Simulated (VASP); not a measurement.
# CsH (Fm-3m) in VASP: a series of runs

Runs on CsH. Level: LDA. Tasks: single point.

Everything below comes from runs of VASP 6.6.1. Logs are shortened: lines on timing, memory, paths and dates and some standing lists are left out, and cuts for length are marked.

## 1. The cell of the first run

The structure is cubic, space group Fm-3m (No. 225). Conventional cell: a = 5.858 Å, b = 5.858 Å, c = 5.858 Å, α = 90.00°, β = 90.00°, γ = 90.00°. Cs (site symmetry m-3m) has 6 H at 2.93 Å within 3.9 Å. Within 3.9 Å of H (site symmetry m-3m) lie 6 Cs at 2.93 Å.

## 2. Single point, LDA

Contents of INCAR:

```
PREC = Accurate
ENCUT = 520
EDIFF = 1E-7
ISMEAR = 0
SIGMA = 0.02
LREAL = False
LASPH = True
NELM = 100
ALGO = Normal
ISIF = 2
LWAVE = False
LCHARG = False
GGA = CA
NBANDS = 18
```

Contents of KPOINTS:

```
Automatic mesh
0
Gamma
  6 6 6
```

Contents of POSCAR:

```
CsH
1.0
    2.9290735018      2.9290735018      0.0000000000
   -2.9290735018      2.9290735018      0.0000000000
    0.0000000000      0.0000000000      5.8581470035
Cs H
2 2
Direct
    0.0000000000      0.0000000000      0.0000000000
    0.5000000000      0.5000000000      0.5000000000
    0.5000000000      0.5000000000      0.0000000000
    0.0000000000      0.0000000000      0.5000000000
```

Potentials or basis: VASP PAW LDA potentials, release 64 (Cs_sv, H).

The run is started by

```
cat potpaw_LDA.64/Cs_sv/POTCAR potpaw_LDA.64/H/POTCAR > POTCAR
mpirun -np 1 vasp_std > vasp.out
```

OUTCAR:

```text
PREC = Accurate
   ENCUT = 520
   EDIFF = 1E-7
   ISMEAR = 0
   LREAL = False
   LASPH = True
   NELM = 100
   ISIF = 2
   GGA = CA

 ion  position               nearest neighbor table
   1  0.000  0.000  0.000-
   2  0.500  0.500  0.500-
   3  0.500  0.500  0.000-
   4  0.000  0.000  0.500-

  LATTYP: Found a simple tetragonal cell.
 ALAT       =     4.1423354714
 C/A-ratio  =     1.4142135623

  Lattice vectors:

 A1 = (   2.9290735018,   2.9290735018,   0.0000000000)
 A2 = (  -2.9290735018,   2.9290735018,   0.0000000000)
 A3 = (   0.0000000000,   0.0000000000,   5.8581470035)

Analysis of symmetry for initial positions (statically):
=====================================================================
 Subroutine PRICEL returns following result:

  LATTYP: Found a face centered cubic cell.
 ALAT       =     5.8581470036

  Lattice vectors:

 A1 = (   0.0000000000,  -2.9290735018,  -2.9290735018)
 A2 = (   2.9290735018,   0.0000000000,  -2.9290735018)
 A3 = (   2.9290735018,  -2.9290735018,   0.0000000000)

   2 primitive cells build up your supercell.

 Routine SETGRP: Setting up the symmetry group for a
 simple tetragonal supercell.

 Subroutine GETGRP returns: Found 16 space group operations
 (whereof 16 operations were pure point group operations)
 out of a pool of 16 trial point group operations.

The static configuration has the point symmetry D_4h.

Analysis of symmetry for dynamics (positions and initial velocities):
=====================================================================
 Subroutine PRICEL returns following result:

  LATTYP: Found a face centered cubic cell.
 ALAT       =     5.8581470036

  Lattice vectors:

 A1 = (   0.0000000000,  -2.9290735018,  -2.9290735018)
 A2 = (   2.9290735018,   0.0000000000,  -2.9290735018)
 A3 = (   2.9290735018,  -2.9290735018,   0.0000000000)

   2 primitive cells build up your supercell.

 Routine SETGRP: Setting up the symmetry group for a
 simple tetragonal supercell.

 Subroutine GETGRP returns: Found 16 space group operations
 (whereof 16 operations were pure point group operations)
 out of a pool of 16 trial point group operations.

The dynamic configuration has the point symmetry D_4h.

 Subroutine INISYM returns: Found 16 space group operations
 (whereof 16 operations are pure point group operations),
 and found     2 'primitive' translations

----------------------------------------------------------------------------------------

                                     Primitive cell

  volume of cell :      50.2598

  direct lattice vectors                    reciprocal lattice vectors
     0.000000000 -2.929073502 -2.929073502    -0.170702442 -0.170702442 -0.170702442
     2.929073502  0.000000000 -2.929073502     0.170702442  0.170702442 -0.170702442
     2.929073502 -2.929073502  0.000000000     0.170702442 -0.170702442  0.170702442

  length of vectors
     4.142335471  4.142335471  4.142335471     0.295665303  0.295665303  0.295665303

  position of ions in fractional coordinates (direct lattice)
     0.000000000  0.000000000  0.000000000
     0.500000000  0.500000000  0.500000000

  ion indices of the primitive-cell ions
   primitive index   ion index
                 1           1
                 2           4

----------------------------------------------------------------------------------------

 KPOINTS: Automatic mesh

Automatic generation of k-mesh.
 Grid dimensions read from file:
 generate k-points for:    6    6    6

 Generating k-lattice:

  Cartesian coordinates                     Fractional coordinates (reciprocal lattice)
     0.028450407  0.028450407  0.000000000     0.166666667  0.000000000  0.000000000
    -0.028450407  0.028450407  0.000000000     0.000000000  0.166666667  0.000000000
     0.000000000  0.000000000  0.028450407     0.000000000  0.000000000  0.166666667

  Length of vectors
     0.040234951  0.040234951  0.028450407

  Shift w.r.t. Gamma in fractional coordinates (k-lattice)
     0.000000000  0.000000000  0.000000000

 Subroutine IBZKPT returns following result:
 ===========================================

 Found     40 irreducible k-points:

 Following reciprocal coordinates:
            Coordinates               Weight
  0.000000  0.000000  0.000000      1.000000
  0.166667  0.000000  0.000000      4.000000
  0.333333  0.000000  0.000000      4.000000
  0.500000  0.000000  0.000000      2.000000
  0.166667  0.166667  0.000000      4.000000
  0.333333  0.166667  0.000000      8.000000
[... 16 lines left out ...]
  0.333333  0.000000  0.333333      8.000000
  0.500000  0.000000  0.333333      4.000000
 [... further k-points ...]
   k-points           NKPTS =     40   k-points in BZ     NKDIM =     40   number of bands    NBANDS=     18
   number of dos      NEDOS =    301   number of ions     NIONS =      4
   total plane-waves  NPLWV =  49152
   dimension x,y,z NGX =    32 NGY =   32 NGZ =   48
   dimension x,y,z NGXF=    64 NGYF=   64 NGZF=   96
   ions per type =               2   2
   NGX,Y,Z   is equivalent  to a cutoff of  12.84, 12.84, 13.62 a.u.
   NGXF,Y,Z  is equivalent  to a cutoff of  25.69, 25.69, 27.24 a.u.
 SYSTEM =  unknown system
   PREC   = accura    normal or accurate (medium, high low for compatibility)
   ISTART =      0    job   : 0-new  1-cont  2-samecut
   ICHARG =      2    charge: 1-file 2-atom 10-const
   ISPIN  =      1    spin polarized calculation?
   LNONCOLLINEAR =      F non collinear calculations
   LSORBIT =      F    spin-orbit coupling
   LASPH  =      T    aspherical Exc in radial PAW
   ENCUT  =  520.0 eV  38.22 Ry    6.18 a.u.   7.70  7.70 10.89*2*pi/ulx,y,z
   NELM   =    100;   NELMIN=  2; NELMDL= -5     # of ELM steps
   EDIFF  = 0.1E-06   stopping-criterion for ELM
   LREAL  =      F    real-space projection
   EDIFFG = 0.1E-05   stopping-criterion for IOM
   NSW    =      0    number of steps for IOM
   IBRION =     -1    ionic relax: 0-MD 1-quasi-New 2-CG
   NFREE  =      0    steps in history (QN), initial steepest desc. (CG)
   ISIF   =      2    stress and relaxation
   ISYM   =      2    0-nonsym 1-usesym 2-fastsym
   POTIM  = 0.5000    time-step for ionic-motion
   TEBEG  =    0.0;   TEEND  =   0.0 temperature during run
   PSTRESS=    0.0 pullay stress
   NELECT =      20.0000    total number of electrons
   NUPDOWN=      -1.0000    fix difference up-down
   EMIN   =  10.00;   EMAX   =-10.00  energy-range for DOS
   EFERMI =   0.00;   METHOD = LEGACY
   ISMEAR =     0;   SIGMA  =   0.02  broadening in eV -4-tet -1-fermi 0-gaus
   EFERMI_NEDOS =   21; number of points for ismear=-14 and -15
   IALGO  =     38    algorithm
   IMIX   =      4    mixing-type and parameters
     AMIX     =   0.40;   BMIX     =  1.00
     AMIX_MAG =   1.60;   BMIX_MAG =  1.00
  volume/ion in A,a.u.               =      25.13       169.58
  Fermi-wavevector in a.u.,A,eV,Ry     =   0.955729  1.806065 12.427794  0.913417
  Thomas-Fermi vector in A             =   2.084593
   LORBIT       =      0    0 simple, 1 ext, 2 COOP (PROOUT), +10 PAW based schemes
   GGA     = CA    functional components
   LHFCALC =     F    Hartree Fock is set to
   AEXX    =    0.0000 exact exchange contribution
   IVDW    =     0    specifies the selected vdW correction
   LEPSILON=     F    determine dielectric tensor
   LRPA    =     F    only Hartree local field effects (RPA)
 non-spin polarized calculation
 Gauss-broadening in eV      SIGMA  =   0.02
  energy-cutoff  :      520.00
  volume of cell :      100.52
 maximum number of plane-waves:      2726
 NGX is ok and might be reduce to    32
   NGX = 15   NGY = 15   NGZ = 21

 number of electron      20.0000000 magnetization

 Free energy of the ion-electron system (eV)
  ---------------------------------------------------
  ext. energy  EPLUGINS =         0.00000000
  ---------------------------------------------------
  free energy    TOTEN  =        -9.77047797 eV

  energy without entropy =       -9.77047797  energy(sigma->0) =       -9.77047797

 E-fermi :   1.7063     XC(G=0):  -8.4889

 val. band max:        1.5304054810   @ k =   0.5000   0.0000   0.5000
 cond. band min:       3.0077377485   @ k =   0.5000   0.0000   0.5000
 fundamental gap:      1.4773322675
 Fermi energy:         1.7062856065

 k-point     1 :       0.0000    0.0000    0.0000
  band No.  band energies     occupation
      1     -20.2588      2.00000
      2     -19.9759      2.00000
      3      -7.7614      2.00000
      4      -6.8671      2.00000
      5      -6.8671      2.00000
      6      -6.3159      2.00000
[... 10 lines left out ...]
     17       8.7023      0.00000
     18       8.7023      0.00000

 k-point     2 :       0.1667    0.0000    0.0000
  band No.  band energies     occupation
      1     -20.2230      2.00000
      2     -19.9763      2.00000
      3      -7.6584      2.00000
      4      -7.1060      2.00000
      5      -6.8108      2.00000
      6      -6.6576      2.00000
[... 10 lines left out ...]
     17       7.8364      0.00000
     18       8.6749      0.00000

 k-point     3 :       0.3333    0.0000    0.0000
  band No.  band energies     occupation
      1     -20.1360      2.00000
      2     -19.9917      2.00000
      3      -7.4980      2.00000
      4      -7.3774      2.00000
      5      -7.2598      2.00000
      6      -6.6681      2.00000
[... 10 lines left out ...]
     17       7.3205      0.00000
     18       8.9340      0.00000

 k-point     4 :       0.5000    0.0000    0.0000
  band No.  band energies     occupation
      1     -20.0457      2.00000
      2     -20.0457      2.00000
      3      -7.5982      2.00000
      4      -7.5982      2.00000
      5      -6.9997      2.00000
      6      -6.9997      2.00000
[... 375 lines left out ...]
      4      -7.1486      2.00000
      5      -6.8135      2.00000
      6      -6.6962      2.00000
[... 10 lines left out ...]
     17       7.7012      0.00000
     18       8.1577      0.00000

 k-point    23 :       0.3333    0.0000    0.3333
  band No.  band energies     occupation
      1     -20.0991      2.00000
      2     -20.0269      2.00000
      3      -7.8547      2.00000
      4      -7.6742      2.00000
      5      -6.7687      2.00000
      6      -6.5974      2.00000
[... 10 lines left out ...]
     17       8.1331      0.00000
     18       8.6229      0.00000

 k-point    24 :       0.5000    0.0000    0.3333
  band No.  band energies     occupation
      1     -20.0440      2.00000
      2     -20.0440      2.00000
      3      -7.9536      2.00000
      4      -7.9536      2.00000
      5      -6.5949      2.00000
      6      -6.5949      2.00000
[... 10 lines left out ...]
     17       9.0469      0.00000
     18       9.0469      0.00000

 [... further k-points ...]
[... 5 lines left out ...]
  --------------------------------------------------------------------------------------
  -------------------------------------------------------------------------------------
  Total        1.2006678      1.2006678      1.2002684      0.0000000     -0.0000000      0.0000000
  in kB       19.1373867     19.1373867     19.1310218      0.0000000     -0.0000000      0.0000000
  external PRESSURE =      19.1352650 kB  Pullay stress =       0.0000000 kB

 VOLUME and BASIS-vectors are now :
 -----------------------------------------------------------------------------
  energy-cutoff  :      520.00
  volume of cell :      100.52
      direct lattice vectors                 reciprocal lattice vectors
     2.929073502  2.929073502  0.000000000     0.170702442  0.170702442  0.000000000
    -2.929073502  2.929073502  0.000000000    -0.170702442  0.170702442  0.000000000
     0.000000000  0.000000000  5.858147004     0.000000000  0.000000000  0.170702442

 POSITION                                       TOTAL-FORCE (eV/Angst)
 -----------------------------------------------------------------------------------
      0.00000      0.00000      0.00000         0.000000     -0.000000      0.000000
      0.00000      2.92907      2.92907         0.000000     -0.000000     -0.000000
      0.00000      2.92907      0.00000        -0.000000      0.000000      0.000000
      0.00000      0.00000      2.92907        -0.000000      0.000000      0.000000
 -----------------------------------------------------------------------------------
    total drift:                               -0.000000      0.000000     -0.000000

  FREE ENERGIE OF THE ION-ELECTRON SYSTEM (eV)
  ---------------------------------------------------
  free  energy   TOTEN  =        -9.7704779719 eV

  energy  without entropy=       -9.7704779719  energy(sigma->0) =       -9.77047797
```

It took 37 s on 1 thread of Intel Xeon Platinum 8488C (Sapphire Rapids), shared host; peak memory 0.21 GiB.

Results:

```yaml
Free_energy: -9.7705 eV
Pressure: 1.9 GPa
Band_gap_on_the_k_mesh: 1.48 eV
```

Levels at points of the mesh, in eV from the valence-band top:
| k point | band 8 | band 9 | band 10 | band 11 | band 12 | band 13 |
| --- | --- | --- | --- | --- | --- | --- |
| (0.00, 0.00, 0.00) | -7.85 | -2.47 | -2.13 | 2.14 | 4.82 | 4.82 |
| (0.50, 0.00, 0.00) | -8.04 | -0.69 | -0.69 | 2.76 | 2.76 | 3.78 |
| (0.50, 0.50, 0.00) | -8.40 | -2.13 | -2.13 | 2.14 | 2.14 | 6.39 |
| (0.00, 0.00, 0.50) | -8.13 | -1.48 | -1.48 | 3.08 | 3.08 | 4.25 |
| (0.50, 0.00, 0.50) | -8.03 | 0.00 | 0.00 | 1.48 | 1.48 | 4.29 |
| (0.50, 0.50, 0.50) | -8.53 | -1.35 | -1.35 | 3.89 | 3.89 | 3.89 |

Caveat: spin-orbit coupling is left out, which moves the levels of the heavy elements. A k mesh can miss the band edges.

## 3. Single point, LDA (equal strain along all axes, cell held: -2.0 %)

Contents of INCAR:

```
SYSTEM = CsH
PREC = Accurate
ENCUT = 520
EDIFF = 1E-6
ISMEAR = 0
SIGMA = 0.02
LREAL = .FALSE.
LASPH = .TRUE.
NELM = 80
ALGO = Normal
ISIF = 2
LWAVE = .FALSE.
LCHARG = .FALSE.
NBANDS = 18
```

Contents of KPOINTS:

```
Automatic mesh
0
G
  6 6 6
  0 0 0
```

Contents of POSCAR:

```
CsH
1.0
    2.9900958664      2.9900958664      0.0000000000
   -2.9900958664      2.9900958664      0.0000000000
    0.0000000000      0.0000000000      5.9801917328
Cs H
2 2
Direct
    0.0000000000      0.0000000000      0.0000000000
    0.5000000000      0.5000000000      0.5000000000
    0.5000000000      0.5000000000      0.0000000000
    0.0000000000      0.0000000000      0.5000000000
```

Potentials or basis: VASP PAW LDA potentials, release 64 (Cs_sv, H).

The run is started by

```
cat potpaw_LDA.64/Cs_sv/POTCAR potpaw_LDA.64/H/POTCAR > POTCAR
mpirun -np 1 vasp_std > vasp.out
```

It took 38 s on 1 thread of Intel Xeon Platinum 8488C (Sapphire Rapids), shared host; peak memory 0.21 GiB.

Results (log left out):

```
Free energy            : -9.8271 eV
Pressure               : 0.9 GPa
Band gap on the k mesh : 1.61 eV
```

Levels at points of the mesh, in eV from the valence-band top:
| k point | band 6 | band 7 | band 8 | band 9 | band 10 | band 11 | band 12 | band 13 | band 14 | band 15 |
| --- | --- | --- | --- | --- | --- | --- | --- | --- | --- | --- |
| (0.00, 0.00, 0.00) | -7.84 | -7.84 | -7.84 | -2.32 | -1.88 | 2.35 | 4.88 | 4.88 | 4.88 | 6.10 |
| (0.50, 0.00, 0.00) | -8.42 | -8.01 | -8.01 | -0.63 | -0.63 | 2.83 | 2.83 | 3.81 | 3.81 | 5.21 |
| (0.50, 0.50, 0.00) | -8.31 | -8.31 | -8.31 | -1.88 | -1.88 | 2.35 | 2.35 | 6.10 | 6.10 | 8.77 |
| (0.00, 0.00, 0.50) | -8.09 | -8.09 | -8.09 | -1.37 | -1.37 | 3.25 | 3.25 | 4.21 | 4.21 | 6.02 |
| (0.50, 0.00, 0.50) | -8.00 | -8.00 | -8.00 | 0.00 | 0.00 | 1.61 | 1.61 | 4.38 | 4.38 | 4.38 |
| (0.50, 0.50, 0.50) | -8.73 | -8.42 | -8.42 | -1.19 | -1.19 | 3.91 | 3.91 | 3.91 | 3.91 | 5.08 |

Caveat: the cell differs from its parent crystal (equal strain along all axes, cell held: -2.0 %); spin-orbit coupling is left out, which moves the levels of the heavy elements.

## 4. Single point, LDA

This run uses another cell than the first one, of 26.73 Å³/atom, 1.064 times its volume.

Contents of INCAR:

```
PREC = Accurate ; ENCUT = 520
EDIFF = 1E-6 ; ISMEAR = 0
SIGMA = 0.02 ; LREAL = False
LASPH = True ; NELM = 80
ALGO = Normal ; ISIF = 2
LWAVE = False ; LCHARG = False
NBANDS = 18
```

Contents of KPOINTS:

```
Automatic mesh
0
Gamma
  6 6 6
```

POSCAR is that of step 3.

The run is started by

```
cat potpaw_LDA.64/Cs_sv/POTCAR potpaw_LDA.64/H/POTCAR > POTCAR
mpirun -np 1 vasp_std > vasp.out
```

It took 35 s on 1 thread of Intel Xeon Platinum 8488C (Sapphire Rapids), shared host; peak memory 0.21 GiB.

The run converged. Its results:

```yaml
Free_energy: -9.8271 eV
Pressure: 0.9 GPa
Band_gap_on_the_k_mesh: 1.61 eV
```

Levels at points of the mesh, in eV from the valence-band top:
| k point | band 8 | band 9 | band 10 | band 11 | band 12 | band 13 |
| --- | --- | --- | --- | --- | --- | --- |
| (0.00, 0.00, 0.00) | -7.84 | -2.32 | -1.88 | 2.35 | 4.88 | 4.88 |
| (0.50, 0.00, 0.00) | -8.01 | -0.63 | -0.63 | 2.83 | 2.83 | 3.81 |
| (0.50, 0.50, 0.00) | -8.31 | -1.88 | -1.88 | 2.35 | 2.35 | 6.10 |
| (0.00, 0.00, 0.50) | -8.09 | -1.37 | -1.37 | 3.25 | 3.25 | 4.21 |
| (0.50, 0.00, 0.50) | -8.00 | 0.00 | 0.00 | 1.61 | 1.61 | 4.38 |
| (0.50, 0.50, 0.50) | -8.42 | -1.19 | -1.19 | 3.91 | 3.91 | 3.91 |

Caveat: spin-orbit coupling is left out, which moves the levels of the heavy elements. A k mesh can miss the band edges.

## 5. Single point, LDA (equal strain along all axes, cell held: +2.0 %)

Contents of INCAR:

```
PREC = Accurate ; ENCUT = 520
EDIFF = 1E-7 ; ISMEAR = 0
SIGMA = 0.02 ; LREAL = False
LASPH = True ; NELM = 60
ALGO = Normal ; ISIF = 2
LWAVE = False ; LCHARG = False
NBANDS = 18
```

KPOINTS is that of step 4.

Contents of POSCAR:

```
CsH
1.0
    3.1121405956      3.1121405956      0.0000000000
   -3.1121405956      3.1121405956      0.0000000000
    0.0000000000      0.0000000000      6.2242811912
Cs H
2 2
Direct
    0.0000000000      0.0000000000      0.0000000000
    0.5000000000      0.5000000000      0.5000000000
    0.5000000000      0.5000000000      0.0000000000
    0.0000000000      0.0000000000      0.5000000000
```

The run is started by

```
cat potpaw_LDA.64/Cs_sv/POTCAR potpaw_LDA.64/H/POTCAR > POTCAR
mpirun -np 1 vasp_std > vasp.out
```

Run time: 54 s. Hardware: 1 thread of Intel Xeon Platinum 8488C (Sapphire Rapids), shared host; peak memory 0.24 GiB.

It converged, with:

```
Free energy            : -9.8349 eV
Pressure               : -0.6 GPa
Band gap on the k mesh : 1.83 eV
```

Levels at points of the mesh, in eV from the valence-band top:
```csv
k point,band 8,band 9,band 10,band 11,band 12,band 13
"(0.00, 0.00, 0.00)",-7.86,-2.04,-1.45,2.69,4.96,4.96
"(0.50, 0.00, 0.00)",-7.98,-0.52,-0.52,2.93,2.93,3.86
"(0.50, 0.50, 0.00)",-8.21,-1.45,-1.45,2.69,2.69,5.58
"(0.00, 0.00, 0.50)",-8.04,-1.18,-1.18,3.50,3.50,4.12
"(0.50, 0.00, 0.50)",-7.98,0.00,0.00,1.83,1.83,4.50
"(0.50, 0.50, 0.50)",-8.27,-0.91,-0.91,3.91,3.91,3.91
```

Caveat: the cell differs from its parent crystal (equal strain along all axes, cell held: +2.0 %); spin-orbit coupling is left out, which moves the levels of the heavy elements. A k mesh can miss the band edges.

[end of part 1 of 2]
